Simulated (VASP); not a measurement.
# SrO: single point with PBE

SrO:

```
Sr O
1.0
     0.00000    2.59745    2.59745
     2.59745    0.00000    2.59745
     2.59745    2.59745    0.00000
Sr O
1 1
Cartesian
  2.5975 2.5975 2.5975
  0.0000 0.0000 0.0000
```

* Program: VASP 6.6.1
* Task: single point
* Functional: PBE
* Potentials or basis: VASP PAW PBE potentials, release 64 (Sr_sv, O)
* Cutoff: 520 eV
* k mesh: 8 × 8 × 8
* Occupations: gaussian, width 0.02 eV
* Spin: no spin polarisation
* Dipole correction: no
* Further INCAR settings: ALGO = Normal; EDIFF = 1e-06; NBANDS = 15

| Property | Result |
| --- | --- |
| Pressure | 0.5 GPa |
| Band gap on the k mesh | 3.28 eV, indirect (least direct gap 3.39 eV) |

Levels at points of the mesh, in eV from the valence-band top:
```tsv
k point	band 6	band 7	band 8	band 9	band 10	band 11
(0.00, 0.00, 0.00)	0.00	0.00	0.00	3.77	6.14	6.14
(0.50, 0.00, 0.00)	-2.11	-1.08	-1.08	6.42	8.21	8.67
(0.50, 0.50, 0.00)	-0.48	-0.11	-0.11	3.28	7.57	9.97
```

Run time: 22 s on 1 thread of Intel Xeon 8259CL, with other jobs on the host, peak memory 0.16 GiB.

A k mesh can miss the band edges. PBE gaps usually lie below the measured ones, often by a third to a half.
